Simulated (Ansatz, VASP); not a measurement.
**As: VASP beside Ansatz**

```
As
1.0
     3.76159    2.17176    7.02812
    -3.76159    2.17176    7.02812
     0.00000   -4.34351    7.02812
As
16
Cartesian
  0.0000 0.0000 8.1597
  0.0000 -2.1718 11.6737
  -1.8808 1.0859 11.6737
  -1.8808 -1.0859 15.1878
  1.8808 1.0859 11.6737
  1.8808 -1.0859 15.1878
  0.0000 2.1718 15.1878
  0.0000 0.0000 18.7018
  0.0000 0.0000 2.3825
  0.0000 -2.1718 5.8966
  -1.8808 1.0859 5.8966
  -1.8808 -1.0859 9.4107
  1.8808 1.0859 5.8966
  1.8808 -1.0859 9.4107
  0.0000 2.1718 9.4107
  0.0000 0.0000 12.9247
```

Alike in both runs: task electric field gradients; functional LDA; k mesh 6 × 6 × 6; occupations fermi-dirac, width 0.05 eV; no spin polarisation.

```csv
,VASP,Ansatz
version,VASP 6.6.1,Ansatz 0.2.0
potentials or method,"VASP PAW LDA potentials, release 64 (As)","plane-wave PAW, scalar-relativistic"
plane-wave cutoff (eV),520,420
valence electrons in the cell,80,240
```

Ansatz gave:

| Item | Value |
| --- | --- |
| rms of the force components (eV/Å) | 0.151 |
| size of Vzz on the site where it differs most (V/Å²) | 54.0 |

**Question.** What did VASP give for the same quantities?

**Answer.** rms of the force components (eV/Å): 0.191; size of Vzz on the site where it differs most (V/Å²): 51.2.

Ansatz warns that its potentials were made for another functional, while VASP's fit it. LDA's correlation is that of Perdew and Zunger in VASP and of Perdew and Wang (1992) in Ansatz. Atom by atom the forces differ by 0.041 eV/Å (rms over components). VASP's potentials hold 80 valence electrons a cell and Ansatz's 240, so a difference there can come from the potentials and not from the codes.
